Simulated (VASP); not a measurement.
Here is a VASP 6.6.1 calculation.

File INCAR:

```
ALGO = Normal ; EDIFF = 1E-6
ENCUT = 520 ; GGA = PS
ISIF = 2 ; ISMEAR = 0
LASPH = T ; LCHARG = T
LELF = T ; LREAL = F
LVHAR = T ; LWAVE = F
NBANDS = 15 ; NELM = 100
PREC = Accurate ; SIGMA = 0.05
```

The input KPOINTS:

```
k-points
0
Gamma
  12 12 10
```

POSCAR

```
HfB2
1.0
    3.1649309609      0.0000000000      0.0000000000
   -1.5824654805      2.7409106134      0.0000000000
    0.0000000000      0.0000000000      3.5003841761
Hf B
1 2
Direct
    0.0000000000      0.0000000000      0.0000000000
    0.3333333333      0.6666666667      0.5000000000
    0.6666666667      0.3333333333      0.5000000000
```

Potentials or basis: VASP PAW PBE potentials, release 64 (Hf_pv, B).

Launch:

```console
$ cat potpaw_PBE.64/Hf_pv/POTCAR potpaw_PBE.64/B/POTCAR > POTCAR
$ mpirun -np 1 vasp_std > vasp.out
```

(1) Estimate the pressure.

(2) Estimate the band gap on the k mesh.

Results:

(1) -9.7 GPa.

(2) zero (band 8 reaches 8.10 eV, above the bottom of band 9 at 6.82 eV).

Caveat: the PAW data sets were made with another functional, which shifts forces and pressure a little; spin-orbit coupling is left out, which moves the levels of the heavy elements.
